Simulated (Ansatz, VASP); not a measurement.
One calculation of Pd, two programs

```
CELL_PARAMETERS angstrom
0.10110 1.99674 1.99674
1.99674 0.10110 1.99674
1.99674 1.99674 0.10110
ATOMIC_POSITIONS crystal
Pd 0.00000 0.00000 0.00000
```

Alike in both runs: task single point; functional PBE; k mesh 24 × 24 × 24; occupations gaussian, width 0.15 eV; no spin polarisation.

|  | VASP | Ansatz |
| --- | --- | --- |
| version | VASP 6.6.1 | Ansatz 0.2.0 |
| potentials or method | VASP PAW PBE potentials, release 64 (Pd), cutoff 520 eV | scalar-relativistic, plane waves, PAW |
| valence electrons in the cell | 10 | 18 |

VASP gave:

- gap on the k mesh at the Fermi level (eV): none
- pressure (GPa): 8.6
- traceless stress, the component that is largest in VASP (GPa): -4.52

Q: What did Ansatz give for the same quantities?

A: gap on the k mesh at the Fermi level (eV): none; pressure (GPa): 9.0; traceless stress, the component that is largest in VASP (GPa): -4.54.

A gap of «none» marks a metal or a gap that the smearing closes. The functional is the same, so the differences come from potentials, cutoffs and numerics. VASP's potentials hold 10 valence electrons a cell and Ansatz's 18, so a difference there can come from the potentials and not from the codes.
